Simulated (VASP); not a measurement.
# InSb (F-43m) in VASP: single point with PBE

Aim: the single point of InSb with PBE.

Program: VASP 6.6.1. These are calculated values, not measurements. Logs are shortened: lines on timing, memory, paths and dates and some standing lists are left out, and cuts for length are marked.

## (1) The cell of the first run

Symmetry: F-43m, No. 216, cubic system. The conventional cell has a = 6.478 Å, b = 6.478 Å, c = 6.478 Å, α = 90.00°, β = 90.00°, γ = 90.00°. In (site symmetry -43m) has 4 Sb at 2.81 Å within 3.7 Å. Within 3.7 Å of Sb (site symmetry -43m) lie 4 In at 2.81 Å.

## (2) Single point, PBE

INCAR reads:

```
PREC     = Accurate       # precision mode
ENCUT    = 500            # plane-wave cutoff, eV
EDIFF    = 1E-6           # SCF threshold, eV
ISMEAR   = 0              # smearing method
SIGMA    = 0.05           # smearing width, eV
LREAL    = False          # projectors in reciprocal space
LASPH    = True           # aspherical terms in the spheres
NELM     = 120            # most SCF steps
ALGO     = Normal         # electronic algorithm
ISIF     = 2              # what is computed and relaxed
LWAVE    = False          # write WAVECAR
LCHARG   = True           # write CHGCAR
GGA      = PE             # functional
LELF     = True           # ELF
LVHAR    = True         
NBANDS   = 16             # bands
GGA_COMPAT= False
```

KPOINTS reads:

```
regular mesh
0
Gamma
  10 10 10
```

POSCAR reads:

```
InSb
1.0
    0.0000000000      3.2391000000      3.2391000000
    3.2391000000      0.0000000000      3.2391000000
    3.2391000000      3.2391000000      0.0000000000
In Sb
1 1
Direct
    0.0000000000      0.0000000000      0.0000000000
    0.7500000000      0.7500000000      0.7500000000
```

Potentials or basis: VASP PAW PBE potentials, release 64 (In_d, Sb).

The run is started by

```sh
cat potpaw_PBE.64/In_d/POTCAR potpaw_PBE.64/Sb/POTCAR > POTCAR
mpirun -np 1 vasp_std > vasp.out
```

OUTCAR:

```text
PREC = Accurate
   ENCUT = 500
   EDIFF = 1E-6
   ISMEAR = 0
   LREAL = False
   LASPH = True
   NELM = 120
   ISIF = 2
   GGA = PE

 ion  position               nearest neighbor table
   1  0.000  0.000  0.000-   2 2.81   2 2.81   2 2.81   2 2.81
   2  0.750  0.750  0.750-   1 2.81   1 2.81   1 2.81   1 2.81

  LATTYP: Found a face centered cubic cell.
 ALAT       =     6.4782000000

  Lattice vectors:

 A1 = (   0.0000000000,   3.2391000000,   3.2391000000)
 A2 = (   3.2391000000,   0.0000000000,   3.2391000000)
 A3 = (   3.2391000000,   3.2391000000,   0.0000000000)

Analysis of symmetry for initial positions (statically):
=====================================================================
 Subroutine PRICEL returns:
 Original cell was already a primitive cell.

 Routine SETGRP: Setting up the symmetry group for a
 face centered cubic supercell.

 Subroutine GETGRP returns: Found 24 space group operations
 (whereof 24 operations were pure point group operations)
 out of a pool of 48 trial point group operations.

The static configuration has the point symmetry T_d .

Analysis of symmetry for dynamics (positions and initial velocities):
=====================================================================
 Subroutine PRICEL returns:
 Original cell was already a primitive cell.

 Routine SETGRP: Setting up the symmetry group for a
 face centered cubic supercell.

 Subroutine GETGRP returns: Found 24 space group operations
 (whereof 24 operations were pure point group operations)
 out of a pool of 48 trial point group operations.

The dynamic configuration has the point symmetry T_d .

 Subroutine INISYM returns: Found 24 space group operations
 (whereof 24 operations are pure point group operations),
 and found     1 'primitive' translations

----------------------------------------------------------------------------------------

                                     Primitive cell

  volume of cell :      67.9678

  direct lattice vectors                    reciprocal lattice vectors
     0.000000000  3.239100000  3.239100000    -0.154363867  0.154363867  0.154363867
     3.239100000  0.000000000  3.239100000     0.154363867 -0.154363867  0.154363867
     3.239100000  3.239100000  0.000000000     0.154363867  0.154363867 -0.154363867

  length of vectors
     4.580779150  4.580779150  4.580779150     0.267366060  0.267366060  0.267366060

[... 78 lines left out ...]
   ENCUT  =  500.0 eV  36.75 Ry    6.06 a.u.   8.35  8.35  8.35*2*pi/ulx,y,z
   NELM   =    120;   NELMIN=  2; NELMDL= -5     # of ELM steps
   EDIFF  = 0.1E-05   stopping-criterion for ELM
   LREAL  =      F    real-space projection
   EDIFFG = 0.1E-04   stopping-criterion for IOM
   NSW    =      0    number of steps for IOM
   IBRION =     -1    ionic relax: 0-MD 1-quasi-New 2-CG
   NFREE  =      0    steps in history (QN), initial steepest desc. (CG)
   ISIF   =      2    stress and relaxation
   ISYM   =      2    0-nonsym 1-usesym 2-fastsym
   POTIM  = 0.5000    time-step for ionic-motion
   TEBEG  =    0.0;   TEEND  =   0.0 temperature during run
   PSTRESS=    0.0 pullay stress
   NELECT =      18.0000    total number of electrons
   NUPDOWN=      -1.0000    fix difference up-down
   EMIN   =  10.00;   EMAX   =-10.00  energy-range for DOS
   EFERMI =   0.00;   METHOD = LEGACY
   ISMEAR =     0;   SIGMA  =   0.05  broadening in eV -4-tet -1-fermi 0-gaus
   EFERMI_NEDOS =   21; number of points for ismear=-14 and -15
   IALGO  =     38    algorithm
   IMIX   =      4    mixing-type and parameters
     AMIX     =   0.40;   BMIX     =  1.00
     AMIX_MAG =   1.60;   BMIX_MAG =  1.00
  volume/ion in A,a.u.               =      33.98       229.33
  Fermi-wavevector in a.u.,A,eV,Ry     =   1.051311  1.986690 15.037912  1.105255
  Thomas-Fermi vector in A             =   2.186349
   LORBIT       =      0    0 simple, 1 ext, 2 COOP (PROOUT), +10 PAW based schemes
   GGA     = PE    functional components
   LHFCALC =     F    Hartree Fock is set to
   AEXX    =    0.0000 exact exchange contribution
   IVDW    =     0    specifies the selected vdW correction
   LEPSILON=     F    determine dielectric tensor
   LRPA    =     F    only Hartree local field effects (RPA)
 non-spin polarized calculation
 Gauss-broadening in eV      SIGMA  =   0.05
  energy-cutoff  :      500.00
  volume of cell :       67.97
 maximum number of plane-waves:      1759
 NGX is ok and might be reduce to    36
   NGX = 17   NGY = 17   NGZ = 17

 number of electron      17.9999993 magnetization

 Free energy of the ion-electron system (eV)
  ---------------------------------------------------
  ext. energy  EPLUGINS =         0.00000000
  ---------------------------------------------------
  free energy    TOTEN  =        -6.90585211 eV

  energy without entropy =       -6.90577495  energy(sigma->0) =       -6.90581353

 E-fermi :   5.1248     XC(G=0):  -8.6873

 val. band max:        5.1096066730   @ k =   0.0000   0.0000   0.0000
 cond. band min:       5.6481520576   @ k =   0.5000   0.0000   0.0000
 fundamental gap:      0.5385453845
 Fermi energy:         5.1248380054

 k-point     1 :       0.0000    0.0000    0.0000
  band No.  band energies     occupation
      1      -9.4971      2.00000
      2      -9.4971      2.00000
      3      -9.4971      2.00000
      4      -9.4119      2.00000
      5      -9.4119      2.00000
      6      -5.6106      2.00000
[... 433 lines left out ...]
      3      -9.4631      2.00000
      4      -9.4255      2.00000
      5      -9.4052      2.00000
      6      -4.2425      2.00000
[... 8 lines left out ...]
     15      14.7241      0.00000
     16      15.2066      0.00000

 [... further k-points ...]

------------------------ aborting loop because EDIFF is reached ----------------------------------------

  FORCE on cell =-STRESS in cart. coord.  units (eV):
  Direction    XX          YY          ZZ          XY          YZ          ZX
  --------------------------------------------------------------------------------------
  -------------------------------------------------------------------------------------
  Total        1.3235839      1.3235839      1.3235839     -0.0000000     -0.0000000     -0.0000000
  in kB       31.2003153     31.2003153     31.2003153     -0.0000000     -0.0000000     -0.0000000
  external PRESSURE =      31.2003153 kB  Pullay stress =       0.0000000 kB

 VOLUME and BASIS-vectors are now :
 -----------------------------------------------------------------------------
  energy-cutoff  :      500.00
  volume of cell :       67.97
      direct lattice vectors                 reciprocal lattice vectors
     0.000000000  3.239100000  3.239100000    -0.154363867  0.154363867  0.154363867
     3.239100000  0.000000000  3.239100000     0.154363867 -0.154363867  0.154363867
     3.239100000  3.239100000  0.000000000     0.154363867  0.154363867 -0.154363867

 POSITION                                       TOTAL-FORCE (eV/Angst)
 -----------------------------------------------------------------------------------
      0.00000      0.00000      0.00000        -0.000000      0.000000      0.000000
      4.85865      4.85865      4.85865         0.000000     -0.000000     -0.000000
 -----------------------------------------------------------------------------------
    total drift:                               -0.000000     -0.000000     -0.000000

  FREE ENERGIE OF THE ION-ELECTRON SYSTEM (eV)
  ---------------------------------------------------
  free  energy   TOTEN  =        -6.9058521058 eV

  energy  without entropy=       -6.9057749479  energy(sigma->0) =       -6.90581353
```

Run time: 21 s. Hardware: 1 thread of Intel Xeon 6975P-C (Granite Rapids), shared host; peak memory 0.23 GiB.

Results:

* Free energy: -6.9059 eV
* Pressure: 3.1 GPa
* Band gap on the k mesh: zero (filled and empty bands touch)

Caveat: spin-orbit coupling is left out, which moves the levels of the heavy elements.
